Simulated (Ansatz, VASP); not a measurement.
**AgCl: VASP beside Ansatz**

```
CELL_PARAMETERS angstrom
0.00000 2.77318 2.88411
2.77318 0.00000 2.88411
2.77318 2.77318 0.00000
ATOMIC_POSITIONS crystal
Ag 0.00000 0.00000 0.00000
Cl 0.50000 0.50000 0.50000
```

Change from the starting cell: uniaxial_z strain +4.0%.

Alike in both runs: task single point; functional r2SCAN; k mesh 8 × 8 × 8; no spin polarisation.

|  | VASP | Ansatz |
| --- | --- | --- |
| version | VASP 6.6.1 | Ansatz 0.2.0 |
| potentials or method | VASP PAW PBE potentials, release 64 (Ag, Cl) | plane waves, PAW |
| plane-wave cutoff (eV) | 520 | 500 |
| occupations | gaussian, width 0.01 eV | fixed |
| valence electrons in the cell | 18 | 26 |

|  | VASP | Ansatz | Ansatz less VASP |
| --- | --- | --- | --- |
| gap on the k mesh at the Fermi level (eV) | 1.31 | 1.36 | +0.052 |
| pressure (GPa) | -1.8 | -1.7 | +0.08 |
| traceless stress, the component that is largest in VASP (GPa) | -0.47 | -0.48 | -0.017 |

VASP's potentials were made for PBE, not for r2SCAN. VASP's potentials hold 18 valence electrons a cell and Ansatz's 26, so a difference there can come from the potentials and not from the codes.
